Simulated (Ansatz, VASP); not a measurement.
One calculation of MgB2, two programs

```
Mg B
1.0
     3.00044    0.00000    0.00000
    -1.50022    2.59845    0.00000
     0.00000    0.00000    3.42643
Mg B
1 2
Direct
  0.00000 0.00000 0.00000
  0.33333 0.66667 0.50000
  0.66667 0.33333 0.50000
```

Alike in both runs: task single point; functional PBE; k mesh 10 × 10 × 8; occupations gaussian, width 0.1 eV; no spin polarisation.

```csv
,VASP,Ansatz
version,VASP 6.6.1,Ansatz 0.2.0
potentials or method,"VASP PAW PBE potentials, release 64 (Mg, B), cutoff 520 eV","plane waves, PAW"
valence electrons in the cell,8,16
```

|  | VASP | Ansatz | Ansatz less VASP |
| --- | --- | --- | --- |
| pressure (GPa) | 13.3 | 13.5 | +0.19 |
| traceless stress, the component that is largest in VASP (GPa) | -3.65 | -3.52 | +0.129 |

VASP's potentials hold 8 valence electrons a cell and Ansatz's 16, so a difference there can come from the potentials and not from the codes.
